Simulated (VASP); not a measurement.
Write the native input for VASP 6.6.1 that does the following.

* Task: single point
* Functional: LDA
* Potentials or basis: VASP PAW LDA potentials, release 64 (Co, O)
* Cutoff: 520 eV
* k mesh: 6 × 6 × 5
* Occupations: gaussian, width 0.05 eV
* Spin: collinear spin, ferrimagnetic start
* Starting moments: [2.18, 2.18, -0.12, -0.12] μB
* Hubbard terms: Co d U = 4.0 eV
* Dipole correction: no
* Further INCAR settings: ALGO = Normal; EDIFF = 1e-06; NBANDS = 27

The structure of CoO lies in POSCAR:

```
CoO
1.0
    3.4461499200      0.0000000000      0.0000000000
    0.0000000000      3.4461499200      0.0000000000
    0.0000000000      0.0000000000      4.2904647300
Co O
2 2
Direct
    0.0000000000      0.5000000000      0.0000000000
    0.5000000000      0.0000000000      0.5000000000
    0.0000000000      0.0000000000      0.2500000000
    0.0000000000      0.0000000000      0.7500000000
```

These files were run (other wordings do the same):

INCAR

```
SYSTEM = CoO
PREC = Accurate ; ENCUT = 520
EDIFF = 1E-6 ; ISMEAR = 0
SIGMA = 0.05 ; LREAL = .False.
LASPH = .True. ; NELM = 150
ALGO = Normal ; ISIF = 2
LWAVE = .False. ; LCHARG = .True.
ISPIN = 2 ; MAGMOM = 2.18 2.18 -0.12 -0.12
LORBIT = 11 ; LMAXMIX = 4
LDAU = .True. ; LDAUTYPE = 2
LDAUL = 2 -1 ; LDAUU = 4 0
LDAUJ = 0 0 ; LDAUPRINT = 1
GGA = CA ; LELF = .True.
LVHAR = .True. ; NBANDS = 27
```

KPOINTS

```
regular mesh
0
Gamma
  6 6 5
  0 0 0
```

Potentials or basis: VASP PAW LDA potentials, release 64 (Co, O).

The run is started by

```console
$ cat potpaw_LDA.64/Co/POTCAR potpaw_LDA.64/O/POTCAR > POTCAR
$ mpirun -np 1 vasp_std > vasp.out
```

Results of the run:

```
Pressure                                              : -14.6 GPa
Net moment                                            : 4.51 μB per cell
Site moments                                          : Co +2.36; O -0.10 μB
Valence electrons inside the program's atomic spheres : Co 7.88; O 4.90
```

Run time: 98 s on 1 thread of AMD EPYC 7R13 Processor (Zen 3) (shared host), peak memory 0.16 GiB.
